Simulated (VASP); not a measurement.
# Tc (P6_3/mmc) in VASP: notebook

Runs on Tc. Level: PBE. Tasks: relaxation of cell and atoms.

All numbers are computed with VASP 6.6.1; they aren't measurements. Logs are shortened: lines on timing, memory, paths and dates and some standing lists are left out, and cuts for length are marked.

**1. The cell of the first run**

It takes space group P6_3/mmc (No. 194, hexagonal). Conventional cell: a = 2.720 Å, b = 2.720 Å, c = 4.442 Å, α = 90.00°, β = 90.00°, γ = 120.00°. Within 3.6 Å of Tc (site symmetry -6m2) lie 12 Tc at 2.72 Å.

**2. Relaxation of cell and atoms, PBE**

Input file INCAR:

```
SYSTEM = Tc
PREC = Accurate ; ENCUT = 600
EDIFF = 1E-7 ; ISMEAR = -1
SIGMA = 0.05 ; LREAL = .FALSE.
LASPH = .TRUE. ; NELM = 80
ALGO = Normal ; ISIF = 3
LWAVE = .FALSE. ; LCHARG = .FALSE.
GGA = PE ; IBRION = 2
NSW = 80 ; EDIFFG = -0.01
```

Input file KPOINTS:

```
Automatic mesh
0
G
  9 9 5
  0 0 0
```

Input file POSCAR:

```
Tc
1.0
    2.7200000000      0.0000000000      0.0000000000
   -1.3600000000      2.3555890983      0.0000000000
    0.0000000000      0.0000000000      4.4417600000
Tc
2
Direct
    0.3333333333      0.6666666667      0.2500000000
    0.6666666667      0.3333333333      0.7500000000
```

Potentials or basis: VASP PAW PBE potentials, release 64 (Tc_pv).

On the command line:

```bash
$ cat potpaw_PBE.64/Tc_pv/POTCAR > POTCAR
$ mpirun -np 1 vasp_std > vasp.out
```

OUTCAR:

```text
SYSTEM = Tc
   PREC = Accurate
   ENCUT = 600
   EDIFF = 1E-7
   ISMEAR = -1
   LREAL = .FALSE.
   LASPH = .TRUE.
   NELM = 80
   ISIF = 3
   GGA = PE
   IBRION = 2
   NSW = 80
   EDIFFG = -0.01

 ion  position               nearest neighbor table
   1  0.333  0.667  0.250-   2 2.72   2 2.72   2 2.72   2 2.72   2 2.72   2 2.72
   2  0.667  0.333  0.750-   1 2.72   1 2.72   1 2.72   1 2.72   1 2.72   1 2.72

  LATTYP: Found a hexagonal cell.
 ALAT       =     2.7200000000
 C/A-ratio  =     1.6330000000

  Lattice vectors:

 A1 = (   2.7200000000,   0.0000000000,   0.0000000000)
 A2 = (  -1.3600000000,   2.3555890983,   0.0000000000)
 A3 = (   0.0000000000,   0.0000000000,   4.4417600000)

Analysis of symmetry for initial positions (statically):
=====================================================================
 Subroutine PRICEL returns:
 Original cell was already a primitive cell.

 Routine SETGRP: Setting up the symmetry group for a
 hexagonal supercell.

 Subroutine GETGRP returns: Found 24 space group operations
 (whereof 12 operations were pure point group operations)
 out of a pool of 24 trial point group operations.

The static configuration has the point symmetry D_3d.
 The point group associated with its full space group is D_6h.

Analysis of symmetry for dynamics (positions and initial velocities):
=====================================================================
 Subroutine PRICEL returns:
 Original cell was already a primitive cell.

 Routine SETGRP: Setting up the symmetry group for a
 hexagonal supercell.

 Subroutine GETGRP returns: Found 24 space group operations
 (whereof 12 operations were pure point group operations)
 out of a pool of 24 trial point group operations.

The dynamic configuration has the point symmetry D_3d.
 The point group associated with its full space group is D_6h.

 Subroutine INISYM returns: Found 24 space group operations
 (whereof 12 operations are pure point group operations),
 and found     1 'primitive' translations

----------------------------------------------------------------------------------------

                                     Primitive cell

  volume of cell :      28.4593

  direct lattice vectors                    reciprocal lattice vectors
     2.720000000  0.000000000  0.000000000     0.367647059  0.212261128  0.000000000
    -1.360000000  2.355589098  0.000000000     0.000000000  0.424522257  0.000000000
     0.000000000  0.000000000  4.441760000     0.000000000  0.000000000  0.225135982

  length of vectors
     2.720000000  2.720000000  4.441760000     0.424522257  0.424522257  0.225135982

  position of ions in fractional coordinates (direct lattice)
     0.333333333  0.666666667  0.250000000
     0.666666667  0.333333333  0.750000000

  ion indices of the primitive-cell ions
   primitive index   ion index
                 1           1
                 2           2

----------------------------------------------------------------------------------------

 KPOINTS: Automatic mesh

Automatic generation of k-mesh.
 Grid dimensions read from file:
 generate k-points for:    9    9    5

 Generating k-lattice:

  Cartesian coordinates                     Fractional coordinates (reciprocal lattice)
     0.040849673  0.023584570  0.000000000     0.111111111  0.000000000  0.000000000
     0.000000000  0.047169140  0.000000000     0.000000000  0.111111111  0.000000000
     0.000000000  0.000000000  0.045027196     0.000000000  0.000000000  0.200000000

  Length of vectors
     0.047169140  0.047169140  0.045027196

  Shift w.r.t. Gamma in fractional coordinates (k-lattice)
     0.000000000  0.000000000  0.000000000

 Subroutine IBZKPT returns following result:
 ===========================================

 Found     36 irreducible k-points:

 Following reciprocal coordinates:
            Coordinates               Weight
  0.000000  0.000000  0.000000      1.000000
  0.111111 -0.000000  0.000000      6.000000
  0.222222 -0.000000  0.000000      6.000000
  0.333333  0.000000  0.000000      6.000000
  0.444444 -0.000000  0.000000      6.000000
  0.111111  0.111111  0.000000      6.000000
[... 16 lines left out ...]
  0.333333  0.222222  0.200000     24.000000
  0.333333  0.333333  0.200000      4.000000
 [... further k-points ...]
   k-points           NKPTS =     36   k-points in BZ     NKDIM =     36   number of bands    NBANDS=     17
   number of dos      NEDOS =    301   number of ions     NIONS =      2
   total plane-waves  NPLWV =  20736
   dimension x,y,z NGX =    24 NGY =   24 NGZ =   36
   dimension x,y,z NGXF=    48 NGYF=   48 NGZF=   72
   ions per type =               2
   NGX,Y,Z   is equivalent  to a cutoff of  14.67, 14.67, 13.47 a.u.
   NGXF,Y,Z  is equivalent  to a cutoff of  29.34, 29.34, 26.95 a.u.
 SYSTEM =  Tc
   PREC   = accura    normal or accurate (medium, high low for compatibility)
   ISTART =      0    job   : 0-new  1-cont  2-samecut
   ICHARG =      2    charge: 1-file 2-atom 10-const
   ISPIN  =      1    spin polarized calculation?
   LNONCOLLINEAR =      F non collinear calculations
   LSORBIT =      F    spin-orbit coupling
   LASPH  =      T    aspherical Exc in radial PAW
   ENCUT  =  600.0 eV  44.10 Ry    6.64 a.u.   5.43  5.43  8.87*2*pi/ulx,y,z
   NELM   =     80;   NELMIN=  2; NELMDL= -5     # of ELM steps
   EDIFF  = 0.1E-06   stopping-criterion for ELM
   LREAL  =      F    real-space projection
   EDIFFG = -.1E-01   stopping-criterion for IOM
   NSW    =     80    number of steps for IOM
   IBRION =      2    ionic relax: 0-MD 1-quasi-New 2-CG
   NFREE  =      1    steps in history (QN), initial steepest desc. (CG)
   ISIF   =      3    stress and relaxation
   ISYM   =      2    0-nonsym 1-usesym 2-fastsym
   POTIM  = 0.5000    time-step for ionic-motion
   TEBEG  =    0.0;   TEEND  =   0.0 temperature during run
   PSTRESS=    0.0 pullay stress
   NELECT =      26.0000    total number of electrons
   NUPDOWN=      -1.0000    fix difference up-down
   EMIN   =  10.00;   EMAX   =-10.00  energy-range for DOS
   EFERMI =   0.00;   METHOD = LEGACY
   ISMEAR =    -1;   SIGMA  =   0.05  broadening in eV -4-tet -1-fermi 0-gaus
   EFERMI_NEDOS =   21; number of points for ismear=-14 and -15
   IALGO  =     38    algorithm
   IMIX   =      4    mixing-type and parameters
     AMIX     =   0.40;   BMIX     =  1.00
     AMIX_MAG =   1.60;   BMIX_MAG =  1.00
  volume/ion in A,a.u.               =      14.23        96.03
  Fermi-wavevector in a.u.,A,eV,Ry     =   1.588515  3.001859 34.332686  2.523381
  Thomas-Fermi vector in A             =   2.687507
   LORBIT       =      0    0 simple, 1 ext, 2 COOP (PROOUT), +10 PAW based schemes
   GGA     = PE    functional components
   LHFCALC =     F    Hartree Fock is set to
   AEXX    =    0.0000 exact exchange contribution
   IVDW    =     0    specifies the selected vdW correction
   LEPSILON=     F    determine dielectric tensor
   LRPA    =     F    only Hartree local field effects (RPA)
 conjugate gradient relaxation of ions
 non-spin polarized calculation
  energy-cutoff  :      600.00
  volume of cell :       28.46
 maximum number of plane-waves:       989
 NGX is ok and might be reduce to    24
   NGX = 11   NGY = 11   NGZ = 17

--------------------------------------- Ionic step        1  -------------------------------------------

 number of electron      26.0000000 magnetization

 Free energy of the ion-electron system (eV)
  ---------------------------------------------------
  ext. energy  EPLUGINS =         0.00000000
  ---------------------------------------------------
  free energy    TOTEN  =       -20.68424431 eV

  energy without entropy =      -20.67201291  energy(sigma->0) =      -20.67812861

------------------------ aborting loop because EDIFF is reached ----------------------------------------

  FORCE on cell =-STRESS in cart. coord.  units (eV):
  Direction    XX          YY          ZZ          XY          YZ          ZX
  --------------------------------------------------------------------------------------
  -------------------------------------------------------------------------------------
  Total        1.2508723      1.2508723     -0.2552402      0.0000000      0.0000000      0.0000000
  in kB       70.4206489     70.4206489    -14.3693153      0.0000000      0.0000000      0.0000000
  external PRESSURE =      42.1573275 kB  Pullay stress =       0.0000000 kB
[... 129 lines left out ...]
  energy  without entropy=      -20.6810482421  energy(sigma->0) =      -20.68860665

--------------------------------------- Ionic step        5  -------------------------------------------

 number of electron      26.0000000 magnetization

 Free energy of the ion-electron system (eV)
  ---------------------------------------------------
  ext. energy  EPLUGINS =         0.00000000
  ---------------------------------------------------
  free energy    TOTEN  =       -20.69868738 eV

  energy without entropy =      -20.68454102  energy(sigma->0) =      -20.69161420

 E-fermi :  12.5825     XC(G=0): -13.7497

 val. band max:       12.4753229193   @ k =   0.3333   0.3333   0.0000
 cond. band min:      12.5911616238   @ k =   0.3333   0.0000   0.4000
 fundamental gap:      0.1158387045
 Fermi energy:        12.5824731521

 k-point     1 :       0.0000    0.0000    0.0000
  band No.  band energies     occupation
      1     -26.9392      2.00000
      2     -25.8470      2.00000
      3     -25.8470      2.00000
      4     -25.6640      2.00000
      5     -25.6640      2.00000
      6     -25.6404      2.00000
[... 9 lines left out ...]
     16      14.1726      0.00000
     17      15.0009      0.00000
[... 443 lines left out ...]
      1     -26.5434      2.00000
      2     -26.5227      2.00000
      3     -26.5227      2.00000
      4     -26.2148      2.00000
      5     -26.0165      2.00000
      6     -26.0165      2.00000
[... 9 lines left out ...]
     16      14.9106      0.00000
     17      20.7413      0.00000

 [... further k-points ...]
[... 5 lines left out ...]
  --------------------------------------------------------------------------------------
  -------------------------------------------------------------------------------------
  Total       -0.0188498     -0.0188498     -0.0064225      0.0000000      0.0000000      0.0000000
  in kB       -1.0465762     -1.0465762     -0.3565891      0.0000000      0.0000000      0.0000000
  external PRESSURE =      -0.8165805 kB  Pullay stress =       0.0000000 kB
[... 17 lines left out ...]
  FREE ENERGIE OF THE ION-ELECTRON SYSTEM (eV)
  ---------------------------------------------------
  free  energy   TOTEN  =       -20.6986873798 eV

  energy  without entropy=      -20.6845410237  energy(sigma->0) =      -20.69161420

 reached required accuracy - stopping structural energy minimisation
```

Wall time 56 s (1 thread of Intel Xeon Platinum 8259CL at 2.50GHz (Skylake/Cascade Lake), shared host); peak memory 0.17 GiB.

Results:

```
Free energy                           : -20.6987 eV
Relaxed volume                        : 14.43 Å³/atom
Relaxed cell                          : a = 2.750 Å, b = 2.750 Å, c = 4.404 Å, α = 90.00°, β = 90.00°, γ = 120.00°
Space group after relaxing (to 0.1 Å) : P6_3/mmc (No. 194)
Energy gained by relaxing             : 7.2 meV/atom
Ionic steps                           : 5
Pressure after relaxing               : -0.1 GPa
Band gap on the k mesh                : zero (bands 13 and 14 overlap by 2.26 eV)
```

The path:
```
step  energy change (eV)  largest force (eV/Å)  pressure (GPa)  volume (Å³)
   1              0.0000                0.0000            4.22        28.46
   2              0.0325                0.0000          -10.76        30.02
   3             -0.0126                0.0000           -1.46        28.99
   4             -0.0119                0.0000            1.60        28.70
   5             -0.0144                0.0000           -0.08        28.86
```

Final structure:
```yaml
crystal:
  lattice:
    - [2.75048, 0.00000, 0.00000]
    - [-1.37524, 2.38199, 0.00000]
    - [0.00000, 0.00000, 4.40450]
  atoms:
    - { symbol: Tc, position: [0.33333, 0.66667, 0.25000] }
    - { symbol: Tc, position: [0.66667, 0.33333, 0.75000] }
```

**3. Relaxation of cell and atoms, PBE, target pressure 5 GPa, at which the enthalpy is minimised**

Input file INCAR:

```
SYSTEM = Tc
  PREC = Accurate
  ENCUT = 600
  EDIFF = 1E-6
  ISMEAR = -1
  SIGMA = 0.05
  LREAL = .FALSE.
  LASPH = .TRUE.
  NELM = 60
  ALGO = Normal
  ISIF = 3
  LWAVE = .FALSE.
  LCHARG = .FALSE.
  GGA = PE
  IBRION = 2
  NSW = 80
  EDIFFG = -0.01
  PSTRESS = 50.0
```

KPOINTS is that of step 2.

POSCAR is that of step 2.

Potentials or basis: VASP PAW PBE potentials, release 64 (Tc_pv).

On the command line:

```bash
$ cat potpaw_PBE.64/Tc_pv/POTCAR > POTCAR
$ mpirun -np 1 vasp_std > vasp.out
```

OUTCAR:

```text
SYSTEM = Tc
   PREC = Accurate
   ENCUT = 600
   EDIFF = 1E-6
   ISMEAR = -1
   LREAL = .FALSE.
   LASPH = .TRUE.
   NELM = 60
   ISIF = 3
   GGA = PE
   IBRION = 2
   NSW = 80
   EDIFFG = -0.01
   PSTRESS = 50.0

 ion  position               nearest neighbor table
   1  0.333  0.667  0.250-   2 2.72   2 2.72   2 2.72   2 2.72   2 2.72   2 2.72
   2  0.667  0.333  0.750-   1 2.72   1 2.72   1 2.72   1 2.72   1 2.72   1 2.72

  LATTYP: Found a hexagonal cell.
 ALAT       =     2.7200000000
 C/A-ratio  =     1.6330000000

  Lattice vectors:

 A1 = (   2.7200000000,   0.0000000000,   0.0000000000)
 A2 = (  -1.3600000000,   2.3555890983,   0.0000000000)
 A3 = (   0.0000000000,   0.0000000000,   4.4417600000)

Analysis of symmetry for initial positions (statically):
=====================================================================
 Subroutine PRICEL returns:
 Original cell was already a primitive cell.

 Routine SETGRP: Setting up the symmetry group for a
 hexagonal supercell.

 Subroutine GETGRP returns: Found 24 space group operations
 (whereof 12 operations were pure point group operations)
 out of a pool of 24 trial point group operations.

[... 164 lines left out ...]

  energy without entropy =      -20.67201383  energy(sigma->0) =      -20.67812928

------------------------ aborting loop because EDIFF is reached ----------------------------------------

  FORCE on cell =-STRESS in cart. coord.  units (eV):
  Direction    XX          YY          ZZ          XY          YZ          ZX
  --------------------------------------------------------------------------------------
  -------------------------------------------------------------------------------------
  Total        1.2495379      1.2495379     -0.2538457     -0.0000000      0.0000000      0.0000000
  in kB       70.3455256     70.3455256    -14.2908104     -0.0000000      0.0000000      0.0000000
  external PRESSURE =      -7.8665864 kB  Pullay stress =      50.0000000 kB
[... 139 lines left out ...]
--------------------------------------- Ionic step        5  -------------------------------------------

 number of electron      26.0000002 magnetization

 Free energy of the ion-electron system (eV)
  ---------------------------------------------------
  ext. energy  EPLUGINS =         0.00000000
  ---------------------------------------------------
  free energy    TOTEN  =       -20.69167278 eV

  energy without entropy =      -20.67776389  energy(sigma->0) =      -20.68471833

 E-fermi :  12.8687     XC(G=0): -13.8458

 val. band max:       12.7515802441   @ k =   0.3333   0.0000   0.2000
 cond. band min:      12.8835735491   @ k =   0.2222  -0.0000   0.0000
 fundamental gap:      0.1319933050
 Fermi energy:        12.8686729012

 k-point     1 :       0.0000    0.0000    0.0000
  band No.  band energies     occupation
      1     -26.7023      2.00000
      2     -25.5502      2.00000
      3     -25.5502      2.00000
      4     -25.3586      2.00000
      5     -25.3586      2.00000
      6     -25.3352      2.00000
[... 457 lines left out ...]
      4     -25.9410      2.00000
      5     -25.7307      2.00000
      6     -25.7307      2.00000
[... 9 lines left out ...]
     16      15.2444      0.00000
     17      21.1727      0.00000

 [... further k-points ...]
[... 5 lines left out ...]
  --------------------------------------------------------------------------------------
  -------------------------------------------------------------------------------------
  Total        0.8897555      0.8897555      0.8752785      0.0000000      0.0000000      0.0000000
  in kB       50.2130818     50.2130818     49.3960760      0.0000000      0.0000000      0.0000000
  external PRESSURE =      -0.0592535 kB  Pullay stress =      50.0000000 kB
[... 21 lines left out ...]
  energy  without entropy=      -20.6777638903  energy(sigma->0) =      -20.68471833

  enthalpy is  TOTEN    =       -19.8056929881 eV   P V=        0.8859797896

 reached required accuracy - stopping structural energy minimisation
```

Wall time 44 s (1 thread of Intel Xeon Platinum 8259CL at 2.50GHz (Skylake/Cascade Lake), shared host); peak memory 0.17 GiB.

Results:

```yaml
Free_energy: -20.6917 eV
Relaxed_volume: 14.19 Å³/atom
Relaxed_cell: a = 2.735 Å, b = 2.735 Å, c = 4.383 Å, α = 90.00°, β = 90.00°, γ = 120.00°
Space_group_after_relaxing_to_0.1_Å: P6_3/mmc (No. 194)
Energy_change_on_relaxing_the_run_minimises_the_enthalpy: -3.7 meV/atom
Ionic_steps: 5
Pressure_after_relaxing: 5.0 GPa
Band_gap_on_the_k_mesh: zero (bands 13 and 14 overlap by 2.30 eV)
```

Step by step:
| step | energy change (eV) | largest force (eV/Å) | pressure (GPa) | volume (Å³) |
| --- | --- | --- | --- | --- |
| 1 | 0.0000 | 0.0000 | 4.21 | 28.46 |
| 2 | 0.0096 | 0.0000 | 7.80 | 28.16 |
| 3 | -0.0048 | 0.0000 | 5.86 | 28.31 |
| 4 | -0.0121 | 0.0000 | 2.82 | 28.59 |
| 5 | -0.0074 | 0.0000 | 4.99 | 28.39 |

Final structure:
```
Tc
1.0
     2.73493    0.00000    0.00000
    -1.36747    2.36852    0.00000
     0.00000    0.00000    4.38268
Tc
2
Direct
  0.33333 0.66667 0.25000
  0.66667 0.33333 0.75000
```

Caveat: the cell is relaxed towards a set pressure, so the run minimises the enthalpy, not the energy.

(Part 1 of 2 ends here.)

The gap in the log of VASP goes by the Fermi energy; the results here count the filled bands.